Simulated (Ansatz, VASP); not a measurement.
# One calculation of YSe, two programs

```
Y Se
1.0
     0.00000    2.93139    2.93139
     2.93139    0.00000    2.93139
     2.93139    2.93139    0.00000
Y Se
1 1
Direct
  0.00000 0.00000 0.00000
  0.50000 0.50000 0.50000
```

Change from the starting cell: volume scaled by 1.06, crystal datasets.

Alike in both runs: task electric field gradients; functional LDA; k mesh 7 × 7 × 7; occupations fermi-dirac, width 0.03 eV; no spin polarisation.

|  | VASP | Ansatz |
| --- | --- | --- |
| version | VASP 6.6.1 | Ansatz 0.2.0 |
| potentials or method | VASP PAW LDA potentials, release 64 (Y_sv, Se), cutoff 520 eV | all-electron PAW with datasets made for the crystal, scalar-relativistic |

```tsv
	VASP	Ansatz	Ansatz less VASP
pressure (GPa)	-8.2	-8.3	-0.10
```

LDA's correlation is that of Perdew and Zunger in VASP and of Perdew and Wang (1992) in Ansatz. Ansatz ran all-electron here, and VASP with PAW potentials.
